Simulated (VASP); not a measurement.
A run of VASP 6.6.1 is set up as follows.

File INCAR:

```
SYSTEM = Nb
ALGO     = Normal         ! electronic algorithm
EDIFF    = 1E-6           ! SCF threshold, eV
ENCUT    = 500            ! plane-wave cutoff, eV
GGA      = CA             ! functional
GGA_COMPAT= .False.      
ISIF     = 2              ! what is computed and relaxed
ISMEAR   = -1             ! smearing method
LASPH    = .True.         ! aspherical terms in the spheres
LCHARG   = .False.        ! write CHGCAR
LREAL    = .False.        ! projectors in reciprocal space
LWAVE    = .False.        ! write WAVECAR
NBANDS   = 12             ! bands
NELM     = 120            ! most SCF steps
PREC     = Accurate       ! precision mode
SIGMA    = 0.1            ! smearing width, eV
```

Contents of KPOINTS:

```
k-points
0
Gamma
  10 10 10
  0 0 0
```

The input POSCAR:

```
Nb
1.0
    0.0000000000      2.0711876421      2.0711876421
    2.0711876421      0.0000000000      2.0711876421
    2.0711876421      2.0711876421      0.0000000000
Nb
1
Direct
    0.0000000000      0.0000000000      0.0000000000
```

Potentials or basis: VASP PAW LDA potentials, release 64 (Nb_sv).

Command:

```bash
$ cat potpaw_LDA.64/Nb_sv/POTCAR > POTCAR
$ mpirun -np 1 vasp_std > vasp.out
```

(1) Predict the pressure.

Results:

(1) -0.2 GPa.
